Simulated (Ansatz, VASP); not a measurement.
**One calculation of Ag5SeS4Cl2, two programs**

```
Cl Ag S Se
1.0
    -7.59640    0.00000    0.00000
     0.00000    0.00000    6.41629
     0.00000    5.71242    3.20814
Cl Ag S Se
2 5 4 1
Direct
  0.50000 0.25817 0.68132
  0.50000 0.93949 0.31868
  0.78339 0.70083 0.35999
  0.21661 0.06082 0.64001
  0.21661 0.70083 0.35999
  0.78339 0.06082 0.64001
  0.50000 0.40691 0.00000
  0.00000 0.06907 0.36155
  0.00000 0.43062 0.63845
  0.74751 0.66023 0.00000
  0.25249 0.66023 0.00000
  0.00000 0.45816 0.00000
```

Alike in both runs: functional LDA; k mesh 3 × 4 × 4; no spin polarisation.

Ansatz relaxed the structure, and its values are those at the end. VASP's run is a single point on that final structure, the one shown.

|  | VASP | Ansatz |
| --- | --- | --- |
| version | VASP 6.6.1 | Ansatz 0.2.0 |
| potentials or method | VASP PAW LDA potentials, release 64 (Cl, Ag, S, Se), cutoff 520 eV | PAW plane waves |
| occupations | methfessel-paxton of order 1, width 0.0572 eV | cold, width 0.0572 eV |
| valence electrons in the cell | 99 | 149 |

```csv
,VASP,Ansatz,Ansatz less VASP
pressure (GPa),-5.0,-5.0,+0.01
rms of the force components (eV/Å),0.010,0.002,-0.0082
```

LDA's correlation is that of Perdew and Zunger in VASP and of Perdew and Wang (1992) in Ansatz. VASP's potentials hold 99 valence electrons a cell and Ansatz's 149, so a difference there can come from the potentials and not from the codes. Ansatz's warnings: stress scf threshold loose.
